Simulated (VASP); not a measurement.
# Si (Cmme) in VASP: a series of runs

The runs below take Si through single point, with LDA.

Program: VASP 6.6.1. These are calculated values, not measurements. Logs are shortened: lines on timing, memory, paths and dates and some standing lists are left out, and cuts for length are marked.

## (1) The cell of the first run

The structure is orthorhombic, space group Cmme (No. 67). Conventional cell: a = 4.869 Å, b = 9.104 Å, c = 5.328 Å, α = 90.00°, β = 90.00°, γ = 90.00°. Si (site symmetry mm2) has 8 Si at 2.45 to 2.88 Å within 3.2 Å. Si (site symmetry mm2) has 8 Si at 2.37 to 2.88 Å within 3.1 Å. Within 3.1 Å of Si (site symmetry m) lie 8 Si at 2.30 to 3.09 Å.

## (2) Single point, LDA (atoms displaced along a vibrational mode)

File INCAR:

```
SYSTEM = Si
PREC     = Accurate       ! precision mode
ENCUT    = 520            ! plane-wave cutoff, eV
EDIFF    = 1E-6           ! SCF threshold, eV
ISMEAR   = 0              ! smearing method
SIGMA    = 0.15           ! smearing width, eV
LREAL    = .False.        ! projectors in reciprocal space
LASPH    = .True.         ! aspherical terms in the spheres
NELM     = 60             ! most SCF steps
ALGO     = Normal         ! electronic algorithm
ISIF     = 2              ! what is computed and relaxed
LWAVE    = .False.        ! write WAVECAR
LCHARG   = .False.        ! write CHGCAR
GGA      = CA             ! functional
NBANDS   = 26             ! bands
```

File KPOINTS:

```
Automatic mesh
0
Gamma
  10 10 8
  0 0 0
```

File POSCAR:

```
Si
1.0
    4.5521371177     -2.4347064048      0.0000000000
    4.5521371177      2.4347064048      0.0000000000
    0.0000000000      0.0000000000      5.3276483681
Si
8
Direct
    0.5000000000      0.5000000000      0.7843910082
    0.5000000000      0.5000000000      0.2433783882
    1.0000000000      0.0000000000      0.2566216118
    0.0000000000      1.0000000000      0.7156089918
    0.7262158274      0.7262158274      0.4624599849
    0.2262158274      0.2262158274      0.0375400151
    0.2737841726      0.2737841726      0.4624599849
    0.7737841726      0.7737841726      0.0375400151
```

Potentials or basis: VASP PAW LDA potentials, release 64 (Si).

Run with:

```console
cat potpaw_LDA.64/Si/POTCAR > POTCAR
mpirun -np 1 vasp_std > vasp.out
```

OUTCAR:

```text
SYSTEM = Si
   PREC = Accurate
   ENCUT = 520
   EDIFF = 1E-6
   ISMEAR = 0
   LREAL = .False.
   LASPH = .True.
   NELM = 60
   ISIF = 2
   GGA = CA

 ion  position               nearest neighbor table
   1  0.500  0.500  0.784-   2 2.45   4 2.46   4 2.46   5 2.68   7 2.68   6 2.83   8 2.83   2 2.88

   2  0.500  0.500  0.243-   5 2.37   7 2.37   3 2.44   3 2.44   1 2.45   6 2.72   8 2.72   1 2.88

   3  0.000  0.000  0.257-   6 2.37   8 2.37   2 2.44   2 2.44   4 2.45   7 2.72   5 2.72   4 2.88

   4  0.000  0.000  0.716-   3 2.45   1 2.46   1 2.46   6 2.68   8 2.68   7 2.83   5 2.83   3 2.88

   5  0.726  0.726  0.462-   8 2.30   2 2.37   7 2.47   7 2.47   1 2.68   3 2.72   4 2.83   8 3.09

   6  0.226  0.226  0.038-   7 2.30   3 2.37   8 2.47   8 2.47   4 2.68   2 2.72   1 2.83   7 3.09

   7  0.274  0.274  0.462-   6 2.30   2 2.37   5 2.47   5 2.47   1 2.68   3 2.72   4 2.83   6 3.09

   8  0.774  0.774  0.038-   5 2.30   3 2.37   6 2.47   6 2.47   4 2.68   2 2.72   1 2.83   5 3.09

  LATTYP: Found a base centered orthorhombic cell.
 ALAT       =     4.8694128096
 B/A-ratio  =     1.8696862623
 C/A-ratio  =     1.0941048903

  Lattice vectors:

 A1 = (  -4.5521371177,  -2.4347064048,   0.0000000000)
 A2 = (   4.5521371177,  -2.4347064048,   0.0000000000)
 A3 = (   0.0000000000,   0.0000000000,   5.3276483681)

Analysis of symmetry for initial positions (statically):
=====================================================================
 Subroutine PRICEL returns:
 Original cell was already a primitive cell.

 Routine SETGRP: Setting up the symmetry group for a
 base centered orthorhombic supercell.

 Subroutine GETGRP returns: Found  8 space group operations
 (whereof  4 operations were pure point group operations)
 out of a pool of  8 trial point group operations.

The static configuration has the point symmetry C_2v.
 The point group associated with its full space group is D_2h.

Analysis of symmetry for dynamics (positions and initial velocities):
=====================================================================
 Subroutine PRICEL returns:
 Original cell was already a primitive cell.

 Routine SETGRP: Setting up the symmetry group for a
 base centered orthorhombic supercell.

 Subroutine GETGRP returns: Found  8 space group operations
 (whereof  4 operations were pure point group operations)
 out of a pool of  8 trial point group operations.

The dynamic configuration has the point symmetry C_2v.
 The point group associated with its full space group is D_2h.

 Subroutine INISYM returns: Found  8 space group operations
 (whereof  4 operations are pure point group operations),
 and found     1 'primitive' translations

----------------------------------------------------------------------------------------

                                     Primitive cell

  volume of cell :     118.0939

  direct lattice vectors                    reciprocal lattice vectors
     4.552137118 -2.434706405  0.000000000     0.109838519 -0.205363570  0.000000000
     4.552137118  2.434706405  0.000000000     0.109838519  0.205363570  0.000000000
     0.000000000  0.000000000  5.327648368     0.000000000  0.000000000  0.187700075

  length of vectors
     5.162339355  5.162339355  5.327648368     0.232892027  0.232892027  0.187700075

  position of ions in fractional coordinates (direct lattice)
     0.500000000  0.500000000  0.784391008
     0.500000000  0.500000000  0.243378388
     0.000000000  0.000000000  0.256621612
     0.000000000  0.000000000  0.715608992
     0.726215827  0.726215827  0.462459985
     0.226215827  0.226215827  0.037540015
     0.273784173  0.273784173  0.462459985
     0.773784173  0.773784173  0.037540015

  ion indices of the primitive-cell ions
   primitive index   ion index
                 1           1
                 2           2
                 3           3
                 4           4
                 5           5
                 6           6
                 7           7
                 8           8

----------------------------------------------------------------------------------------

 KPOINTS: Automatic mesh

Automatic generation of k-mesh.
 Grid dimensions read from file:
 generate k-points for:   10   10    8

 Generating k-lattice:

  Cartesian coordinates                     Fractional coordinates (reciprocal lattice)
     0.010983852 -0.020536357  0.000000000     0.100000000  0.000000000  0.000000000
     0.010983852  0.020536357  0.000000000     0.000000000  0.100000000  0.000000000
     0.000000000  0.000000000  0.023462509     0.000000000  0.000000000  0.125000000

  Length of vectors
     0.023289203  0.023289203  0.023462509

  Shift w.r.t. Gamma in fractional coordinates (k-lattice)
     0.000000000  0.000000000  0.000000000

 Subroutine IBZKPT returns following result:
 ===========================================

 Found    155 irreducible k-points:

 Following reciprocal coordinates:
            Coordinates               Weight
  0.000000  0.000000  0.000000      1.000000
  0.100000  0.000000  0.000000      4.000000
  0.200000  0.000000  0.000000      4.000000
  0.300000  0.000000  0.000000      4.000000
  0.400000  0.000000  0.000000      4.000000
  0.500000  0.000000  0.000000      2.000000
[... 16 lines left out ...]
  0.300000  0.300000  0.000000      2.000000
  0.400000  0.300000  0.000000      4.000000
 [... further k-points ...]
   k-points           NKPTS =    155   k-points in BZ     NKDIM =    155   number of bands    NBANDS=     26
   number of dos      NEDOS =    301   number of ions     NIONS =      8
   total plane-waves  NPLWV =  64000
   dimension x,y,z NGX =    40 NGY =   40 NGZ =   40
   dimension x,y,z NGXF=    80 NGYF=   80 NGZF=   80
   ions per type =               8
   NGX,Y,Z   is equivalent  to a cutoff of  12.88, 12.88, 12.48 a.u.
   NGXF,Y,Z  is equivalent  to a cutoff of  25.76, 25.76, 24.96 a.u.
 SYSTEM =  Si
   PREC   = accura    normal or accurate (medium, high low for compatibility)
   ISTART =      0    job   : 0-new  1-cont  2-samecut
   ICHARG =      2    charge: 1-file 2-atom 10-const
   ISPIN  =      1    spin polarized calculation?
   LNONCOLLINEAR =      F non collinear calculations
   LSORBIT =      F    spin-orbit coupling
   LASPH  =      T    aspherical Exc in radial PAW
   ENCUT  =  520.0 eV  38.22 Ry    6.18 a.u.   9.60  9.60  9.91*2*pi/ulx,y,z
   NELM   =     60;   NELMIN=  2; NELMDL= -5     # of ELM steps
   EDIFF  = 0.1E-05   stopping-criterion for ELM
   LREAL  =      F    real-space projection
   EDIFFG = 0.1E-04   stopping-criterion for IOM
   NSW    =      0    number of steps for IOM
   IBRION =     -1    ionic relax: 0-MD 1-quasi-New 2-CG
   NFREE  =      0    steps in history (QN), initial steepest desc. (CG)
   ISIF   =      2    stress and relaxation
   ISYM   =      2    0-nonsym 1-usesym 2-fastsym
   POTIM  = 0.5000    time-step for ionic-motion
   TEBEG  =    0.0;   TEEND  =   0.0 temperature during run
   PSTRESS=    0.0 pullay stress
   NELECT =      32.0000    total number of electrons
   NUPDOWN=      -1.0000    fix difference up-down
   EMIN   =  10.00;   EMAX   =-10.00  energy-range for DOS
   EFERMI =   0.00;   METHOD = LEGACY
   ISMEAR =     0;   SIGMA  =   0.15  broadening in eV -4-tet -1-fermi 0-gaus
   EFERMI_NEDOS =   21; number of points for ismear=-14 and -15
   IALGO  =     38    algorithm
   IMIX   =      4    mixing-type and parameters
     AMIX     =   0.40;   BMIX     =  1.00
     AMIX_MAG =   1.60;   BMIX_MAG =  1.00
  volume/ion in A,a.u.               =      14.76        99.62
  Fermi-wavevector in a.u.,A,eV,Ry     =   1.059373  2.001925 15.269433  1.122272
  Thomas-Fermi vector in A             =   2.194716
   LORBIT       =      0    0 simple, 1 ext, 2 COOP (PROOUT), +10 PAW based schemes
   GGA     = CA    functional components
   LHFCALC =     F    Hartree Fock is set to
   AEXX    =    0.0000 exact exchange contribution
   IVDW    =     0    specifies the selected vdW correction
   LEPSILON=     F    determine dielectric tensor
   LRPA    =     F    only Hartree local field effects (RPA)
 non-spin polarized calculation
 Gauss-broadening in eV      SIGMA  =   0.15
  energy-cutoff  :      520.00
  volume of cell :      118.09
 maximum number of plane-waves:      3202
 NGX is ok and might be reduce to    40
   NGX = 19   NGY = 19   NGZ = 19

 number of electron      32.0000000 magnetization

 Free energy of the ion-electron system (eV)
  ---------------------------------------------------
  ext. energy  EPLUGINS =         0.00000000
  ---------------------------------------------------
  free energy    TOTEN  =       -45.30653071 eV

  energy without entropy =      -45.27933723  energy(sigma->0) =      -45.29293397

 E-fermi :   9.4892     XC(G=0): -11.0898

 val. band max:        9.4698801827   @ k =   0.5000   0.5000   0.2500
 cond. band min:       9.4894017265   @ k =   0.3000   0.3000   0.2500
 fundamental gap:      0.0195215439
 Fermi energy:         9.4891907574

 k-point     1 :       0.0000    0.0000    0.0000
  band No.  band energies     occupation
      1      -4.6947      2.00000
      2       0.3163      2.00000
      3       0.5728      2.00000
      4       1.9482      2.00000
      5       2.0115      2.00000
      6       2.1367      2.00000
[... 18 lines left out ...]
     25      15.6117      0.00000
     26      17.0522      0.00000

 k-point     2 :       0.1000    0.0000    0.0000
  band No.  band energies     occupation
      1      -4.6175      2.00000
      2       0.3593      2.00000
      3       0.6441      2.00000
      4       1.2224      2.00000
      5       1.6856      2.00000
      6       1.8932      2.00000
[... 18 lines left out ...]
     25      15.7290      0.00000
[... 608 lines left out ...]
     25      14.7682      0.00000
     26      14.8586      0.00000

 k-point    24 :       0.4000    0.3000    0.0000
  band No.  band energies     occupation
      1      -3.7927      2.00000
      2      -1.7658      2.00000
      3       0.0163      2.00000
      4       1.3362      2.00000
      5       1.4293      2.00000
      6       3.0276      2.00000
[... 18 lines left out ...]
     25      14.0461      0.00000
     26      14.1292      0.00000

 [... further k-points ...]

------------------------ aborting loop because EDIFF is reached ----------------------------------------

  FORCE on cell =-STRESS in cart. coord.  units (eV):
  Direction    XX          YY          ZZ          XY          YZ          ZX
  --------------------------------------------------------------------------------------
  -------------------------------------------------------------------------------------
  Total        3.4915434      0.3559125      5.1315988      0.0000000      0.0000000      0.0000000
  in kB       47.3696900      4.8286569     69.6202841      0.0000000      0.0000000      0.0000000
  external PRESSURE =      40.6062104 kB  Pullay stress =       0.0000000 kB

 VOLUME and BASIS-vectors are now :
 -----------------------------------------------------------------------------
  energy-cutoff  :      520.00
  volume of cell :      118.09
      direct lattice vectors                 reciprocal lattice vectors
     4.552137118 -2.434706405  0.000000000     0.109838519 -0.205363570  0.000000000
     4.552137118  2.434706405  0.000000000     0.109838519  0.205363570  0.000000000
     0.000000000  0.000000000  5.327648368     0.000000000  0.000000000  0.187700075

 POSITION                                       TOTAL-FORCE (eV/Angst)
 -----------------------------------------------------------------------------------
      4.55214      0.00000      4.17896        -0.000000      0.000000     -0.232113
      4.55214      0.00000      1.29663        -0.000000      0.000000     -0.527834
      0.00000      0.00000      1.36719        -0.000000      0.000000      0.527834
      0.00000      0.00000      3.81251        -0.000000      0.000000      0.232113
      6.61167      0.00000      2.46382         0.121597      0.000000      1.914239
      2.05953      0.00000      0.20000         0.121597      0.000000     -1.914239
      2.49261      0.00000      2.46382        -0.121597      0.000000      1.914239
      7.04474      0.00000      0.20000        -0.121597      0.000000     -1.914239
 -----------------------------------------------------------------------------------
    total drift:                                0.000000      0.000000     -0.000000

  FREE ENERGIE OF THE ION-ELECTRON SYSTEM (eV)
  ---------------------------------------------------
  free  energy   TOTEN  =       -45.3065307104 eV

  energy  without entropy=      -45.2793372292  energy(sigma->0) =      -45.29293397
```

Wall time 3.7 min (1 thread of AMD EPYC 9R45 (Zen 5), shared host); peak memory 0.38 GiB.

What came out:

| Item | Value |
| --- | --- |
| Free energy | -45.3065 eV |
| Pressure | 4.1 GPa |
| Largest force | 1.918 eV/Å |
| Band gap on the k mesh | zero (bands 16 and 17 overlap by 2.92 eV) |

Forces on the atoms (eV/Å):
```
Si   0.000  0.000 -0.232
Si   0.000  0.000 -0.528
Si   0.000  0.000  0.528
Si   0.000  0.000  0.232
Si   0.122  0.000  1.914
Si   0.122  0.000 -1.914
Si  -0.122  0.000  1.914
Si  -0.122  0.000 -1.914
```

Caveat: the cell differs from its parent crystal (atoms displaced along a vibrational mode); the cell stands under pressure; forces of over 1 eV/Å act on the atoms, so gaps and moduli don't describe the material at rest.

(Continued in part 2 of 2.)
